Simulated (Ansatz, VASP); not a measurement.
**CaO in VASP and in Ansatz**

```
Ca O
1.0
     4.89800    0.00000    0.00000
     0.00000   -4.89800    0.00000
     0.00000    0.00000   -4.89800
Ca O
4 4
Direct
  0.00000 0.50000 0.50000
  0.50000 0.00000 0.50000
  0.50000 0.50000 0.00000
  0.00000 0.00000 0.00000
  0.50000 0.00000 0.89792
  0.00000 0.50000 0.00000
  0.00000 0.00000 0.50000
  0.50000 0.50000 0.50000
```

Alike in both runs: task single point; functional LDA; k mesh 6 × 6 × 6; occupations gaussian, width 0.05 eV; no spin polarisation.

|  | VASP | Ansatz |
| --- | --- | --- |
| version | VASP 6.6.1 | Ansatz 0.2.0 |
| potentials or method | VASP PAW LDA potentials, release 64 (Ca_sv, O), cutoff 520 eV | scalar-relativistic, plane waves, PAW |
| valence electrons in the cell | 64 | 64 |

|  | VASP | Ansatz | Ansatz less VASP |
| --- | --- | --- | --- |
| gap on the k mesh at the Fermi level (eV) | 3.47 | 3.50 | +0.024 |
| least direct gap on the mesh (eV) | 3.47 | 3.50 | +0.024 |
| pressure (GPa) | -8.4 | -9.0 | -0.65 |
| traceless stress, the component that is largest in VASP (GPa) | 4.97 | 4.73 | -0.233 |
| rms of the force components (eV/Å) | 0.975 | 0.937 | -0.0379 |

LDA's correlation is that of Perdew and Zunger in VASP and of Perdew and Wang (1992) in Ansatz. Atom by atom the forces differ by 0.044 eV/Å (rms over components).
